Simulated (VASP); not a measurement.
Wanted: the native input for a VASP 6.6.1 run.

```yaml
Task: single point
Functional: PBE
Dispersion: D4
Potentials_or_basis: VASP PAW PBE potentials, release 64 (Ga_d, O)
Cutoff: 520 eV
k_mesh: 9 × 9 × 5
Occupations: fermi-dirac, width 0.05 eV
Spin: no spin polarisation
Dipole_correction: no
Further_INCAR_settings: ALGO = Normal; EDIFF = 1e-06; NBANDS = 55
```

The structure of Ga2O3 lies in POSCAR:

```
Ga2O3
1.0
    6.1873644791     -1.5385332127      0.0000000000
    6.1873644791      1.5385332127      0.0000000000
   -1.4042276835      0.0000000000      5.7040962965
Ga O
4 6
Direct
    0.3413400000      0.3413400000      0.6859800000
    0.6586600000      0.6586600000      0.3140200000
    0.9095000000      0.9095000000      0.2054000000
    0.0905000000      0.0905000000      0.7946000000
    0.5041000000      0.5041000000      0.7434000000
    0.4959000000      0.4959000000      0.2566000000
    0.8267000000      0.8267000000      0.4368000000
    0.1733000000      0.1733000000      0.5632000000
    0.8355000000      0.8355000000      0.8902000000
    0.1645000000      0.1645000000      0.1098000000
```

The input as run:

INCAR

```
SYSTEM = Ga2O3
PREC = Accurate ; ENCUT = 520
EDIFF = 1E-6 ; ISMEAR = -1
SIGMA = 0.05 ; LREAL = .FALSE.
LASPH = .TRUE. ; NELM = 80
ALGO = Normal ; ISIF = 2
LWAVE = .FALSE. ; LCHARG = .FALSE.
GGA = PE ; IVDW = 13
NBANDS = 55
```

KPOINTS

```
regular mesh
0
G
  9 9 5
  0 0 0
```

Potentials or basis: VASP PAW PBE potentials, release 64 (Ga_d, O).

Run with:

```sh
$ cat potpaw_PBE.64/Ga_d/POTCAR potpaw_PBE.64/O/POTCAR > POTCAR
$ mpirun -np 1 vasp_std > vasp.out
```

It gave:

The pressure is -2.3 GPa. The largest force is 0.104 eV/Å and the band gap on the k mesh is 2.07 eV (least direct gap 2.09 eV). The dispersion energy per atom is -0.303 eV.

Caveat: an odd mesh through Γ misses points on the zone boundary, where band edges can lie.

It took 41 min on 1 thread of Intel Xeon 8259CL, on a shared host, peak memory 0.66 GiB.
